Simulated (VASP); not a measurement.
## Pt: relaxation of cell and atoms with PBE+D4

The system is Pt.

```
Pt
1.0
    -1.58422    1.58422    1.58422
     1.58422   -1.58422    1.58422
     1.58422    1.58422   -1.58422
Pt
1
Direct
  0.00000 0.00000 0.00000
```

| Property | Result |
| --- | --- |
| Program | VASP 6.6.1 |
| Task | relaxation of cell and atoms |
| Functional | PBE |
| Dispersion | D4 |
| Potentials or basis | VASP PAW PBE potentials, release 64 (Pt) |
| Cutoff | 600 eV |
| k mesh | 12 × 12 × 12 |
| Occupations | fermi-dirac, width 0.05 eV |
| Spin | no spin polarisation |
| Dipole correction | no |
| Further INCAR settings | ALGO = Normal; EDIFF = 1e-06; IBRION = 2; EDIFFG = -0.01; NSW = 60; ISIF = 3 |

* Relaxed volume: 15.35 Å³/atom
* Relaxed cell: a = 2.712 Å, b = 2.712 Å, c = 2.712 Å, α = 109.47°, β = 109.47°, γ = 109.47°
* Space group after relaxing (to 0.05 Å): Im-3m (No. 229)
* Energy gained by relaxing: 15.4 meV/atom
* Ionic steps: 4
* Pressure after relaxing: -0.1 GPa
* Band gap on the k mesh: zero (band 5 reaches 11.79 eV, above the bottom of band 6 at 9.51 eV)
* Dispersion energy per atom: -0.758 eV

Step by step:
| step | energy change (eV) | largest force (eV/Å) | pressure (GPa) | volume (Å³) |
| --- | --- | --- | --- | --- |
| 1 | 0.0000 | 0.0000 | -8.56 | 15.90 |
| 2 | 0.0994 | 0.0000 | 30.51 | 14.03 |
| 3 | -0.0153 | 0.0000 | -0.32 | 15.37 |
| 4 | -0.0154 | 0.0000 | -0.05 | 15.35 |

Final structure:
```cif
data_structure
_symmetry_space_group_name_H-M 'P 1'
_symmetry_Int_Tables_number 1
_cell_length_a 2.7119
_cell_length_b 2.7119
_cell_length_c 2.7119
_cell_angle_alpha 109.471
_cell_angle_beta 109.471
_cell_angle_gamma 109.471
_cell_volume 15.35
loop_
_atom_site_label
_atom_site_type_symbol
_atom_site_fract_x
_atom_site_fract_y
_atom_site_fract_z
_atom_site_occupancy
Pt1 Pt 0.00000 0.00000 0.00000 1
```

Levels at points of the mesh, in eV from the Fermi level:
```
           k point  band 2  band 3  band 4  band 5  band 6  band 7  band 8  band 9
(0.00, 0.00, 0.00)   -3.56   -3.56   -3.56   -0.97   -0.97   17.17   17.17   17.17
(0.50, 0.00, 0.00)   -5.05   -1.15   -0.62    0.25    1.19    6.62   13.35   16.18
(0.50, 0.50, 0.50)   -6.28    0.64    0.64    0.64    7.81    7.81    7.81   13.29
```

Run time: 19 s on 1 thread of Intel(R) Xeon(R) Platinum 8488C (Sapphire Rapids), on a shared host, peak memory 0.16 GiB.

Caveat: spin-orbit coupling is left out, which moves the levels of the heavy elements; pairwise dispersion overbinds metals, which lowers pressure and volume.
